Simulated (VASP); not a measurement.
**AlAu2: single point with LDA**

The system is AlAu2.

```xyz
3
Lattice="-1.6105 1.6105 4.5567 1.6105 -1.6105 4.5567 1.6105 1.6105 -4.5567" Properties=species:S:1:pos:R:3 pbc="T T T"
Al    0.0000    0.0000    0.0000
Au    0.0000    0.0000    6.0931
Au    0.0000    0.0000    3.0202
```

This cell differs from its parent crystal: atoms shifted along a free coordinate, c/a of the conventional cell at fixed volume 2.8294.

| Property | Result |
| --- | --- |
| Program | VASP 6.6.1 |
| Task | single point |
| Functional | LDA |
| Potentials or basis | VASP PAW LDA potentials, release 64 (Al, Au) |
| Cutoff | 520 eV |
| k mesh | 16 × 16 × 16 |
| Occupations | gaussian, width 0.15 eV |
| Spin | no spin polarisation |

| Property | Result |
| --- | --- |
| Pressure | 2.7 GPa |
| Largest force | 1.832 eV/Å |
| Band gap on the k mesh | zero (an odd number of electrons rules out a gap without spin polarisation) |

Forces in eV/Å, atoms in the order of the input:
```
Al   0.000  0.000  0.000
Au   0.000  0.000 -1.832
Au   0.000  0.000  1.832
```

Stress tensor (GPa, compression positive):
```
 5.99  0.00  0.00
 0.00  5.99  0.00
 0.00  0.00 -3.96
```

Levels at points of the mesh, in eV from the Fermi level:
```
           k point  band 9  band 10  band 11  band 12  band 13  band 14  band 15  band 16  band 17  band 18
(0.00, 0.00, 0.00)   -4.63    -4.63    -3.28    -1.41    -0.57     6.41     6.41     6.84     6.84     7.09
(0.50, 0.00, 0.00)   -3.64    -3.31    -3.28    -2.91    -2.57     1.27     6.28     7.67     7.76     8.49
(0.50, 0.50, 0.00)   -3.58    -3.54    -2.97    -0.88     0.31     0.95     2.26     2.77     5.63     6.32
(0.50, 0.50, 0.50)   -3.82    -3.82    -3.38    -3.17     3.32     3.32     5.07     6.87     7.92    11.11
```

Run time: 15 min on 1 thread of Intel Xeon 8259CL, with other jobs on the host, peak memory 0.43 GiB.

Caveat: spin-orbit coupling is left out, which moves the levels of the heavy elements; forces of over 1 eV/Å act on the atoms, so gaps and moduli don't describe the material at rest.
